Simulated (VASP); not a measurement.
Input of a VASP 6.6.1 run:

File POSCAR:

```
GaAs
1.0
    4.0505973058     -0.0000000032      0.0000000000
   -2.0252986501      3.5079201689      0.0000000000
    0.0000000000      0.0000000000      3.0932016752
Ga As
1 1
Direct
    0.3333333333      0.6666666667      0.5000000000
    0.0000000000      0.0000000000      0.0000000000
```

INCAR.step1

```
ALGO     = Normal         # electronic algorithm
EDIFF    = 1E-5           # SCF threshold, eV
ENCUT    = 520            # plane-wave cutoff, eV
GGA      = PE             # functional
ISIF     = 2              # what is computed and relaxed
ISMEAR   = -1             # smearing method
LASPH    = True           # aspherical terms in the spheres
LCHARG   = False          # write CHGCAR
LREAL    = False          # projectors in reciprocal space
LWAVE    = True           # write WAVECAR
NBANDS   = 16             # bands
NELM     = 60             # most SCF steps
PREC     = Accurate       # precision mode
SIGMA    = 0.05           # smearing width, eV
```

The input INCAR.step2:

```
AEXX     = 0.2            # exact-exchange fraction
AGGAC    = 0.81         
AGGAX    = 0.72         
ALDAC    = 0.19         
ALGO     = Normal         # electronic algorithm
EDIFF    = 1E-6           # SCF threshold, eV
ENCUT    = 520            # plane-wave cutoff, eV
GGA      = B3             # functional
ISIF     = 2              # what is computed and relaxed
ISMEAR   = -1             # smearing method
ISTART   = 1            
LASPH    = True           # aspherical terms in the spheres
LCHARG   = False          # write CHGCAR
LHFCALC  = True           # exact exchange
LREAL    = False          # projectors in reciprocal space
LWAVE    = False          # write WAVECAR
NBANDS   = 16             # bands
NELM     = 60             # most SCF steps
PREC     = Accurate       # precision mode
PRECFOCK = Normal       
SIGMA    = 0.05           # smearing width, eV
```

The input KPOINTS:

```
k-points
0
Gamma
  5 5 4
```

Potentials or basis: VASP PAW PBE potentials, release 64 (Ga_d, As).

The run is started by

```sh
$ cat potpaw_PBE.64/Ga_d/POTCAR potpaw_PBE.64/As/POTCAR > POTCAR
$ cp INCAR.step1 INCAR
$ mpirun -np 1 vasp_std > vasp.out
$ cp INCAR.step2 INCAR
$ mpirun -np 1 vasp_std > vasp.out
```

Q: Estimate the pressure.

A: -0.1 GPa.

Q: Estimate the band gap on the k mesh.

A: Zero (band 9 reaches 7.20 eV, above the bottom of band 10 at 3.06 eV).

Stress tensor (GPa, compression positive):
```
-0.15  0.00  0.00
 0.00 -0.15  0.00
 0.00  0.00  0.04
```

Caveat: the k points lie up to 0.51 Å⁻¹ apart; the PAW data sets were made with another functional, which shifts forces and pressure a little.
